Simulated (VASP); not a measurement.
Wanted: the native input for a VASP 6.6.1 run.

* Task: single point
* Functional: PBE-based global hybrid
* Potentials or basis: VASP PAW PBE potentials, release 64 (Pb_d, S)
* Cutoff: 520 eV
* k mesh: 4 × 4 × 4
* Occupations: gaussian, width 0.01 eV
* Spin: no spin polarisation
* Dipole correction: no
* Grid for exact exchange (PRECFOCK): Normal
* Share of exact exchange: 0.4
* Further INCAR settings: ALGO = Normal; EDIFF = 1e-06; NBANDS = 17

Crystal: PbS (Galena).

```
CELL_PARAMETERS angstrom
0.00000 2.97057 2.97057
2.97057 0.00000 2.97057
2.97057 2.97057 0.00000
ATOMIC_POSITIONS crystal
Pb 0.00000 0.00000 0.00000
S 0.50000 0.50000 0.50000
```

One way to write it, as run:

POSCAR

```
PbS
1.0
    0.0000000000      2.9705683269      2.9705683269
    2.9705683269      0.0000000000      2.9705683269
    2.9705683269      2.9705683269      0.0000000000
Pb S
1 1
Direct
    0.0000000000      0.0000000000      0.0000000000
    0.5000000000      0.5000000000      0.5000000000
```

INCAR.step1

```
SYSTEM = PbS
PREC = Accurate
ENCUT = 520
EDIFF = 1E-5
ISMEAR = 0
SIGMA = 0.01
LREAL = .False.
LASPH = .True.
NELM = 100
ALGO = Normal
ISIF = 2
LWAVE = .True.
LCHARG = .False.
GGA = PE
NBANDS = 17
```

INCAR.step2

```
SYSTEM = PbS
PREC = Accurate
ENCUT = 520
EDIFF = 1E-6
ISMEAR = 0
SIGMA = 0.01
LREAL = .False.
LASPH = .True.
NELM = 100
ALGO = Normal
ISIF = 2
LWAVE = .False.
LCHARG = .False.
GGA = PE
LHFCALC = .True.
AEXX = 0.4
PRECFOCK = Normal
ISTART = 1
NBANDS = 17
```

KPOINTS

```
regular mesh
0
Gamma
  4 4 4
  0 0 0
```

Potentials or basis: VASP PAW PBE potentials, release 64 (Pb_d, S).

Launch:

```sh
$ cat potpaw_PBE.64/Pb_d/POTCAR potpaw_PBE.64/S/POTCAR > POTCAR
$ cp INCAR.step1 INCAR
$ mpirun -np 1 vasp_std > vasp.out
$ cp INCAR.step2 INCAR
$ mpirun -np 1 vasp_std > vasp.out
```

It gave:

| Property | Result |
| --- | --- |
| Pressure | 0.0 GPa |
| Band gap on the k mesh | 2.21 eV, direct |

Caveat: the k points lie up to 0.46 Å⁻¹ apart; the PAW data sets were made with another functional, which shifts forces and pressure a little; spin-orbit coupling is left out, which moves the levels of the heavy elements.

Wall time 8.2 min on 1 thread of Intel(R) Xeon(R) Platinum 8259CL CPU @ 2.50GHz (Skylake/Cascade Lake), on a shared host, peak memory 0.19 GiB.
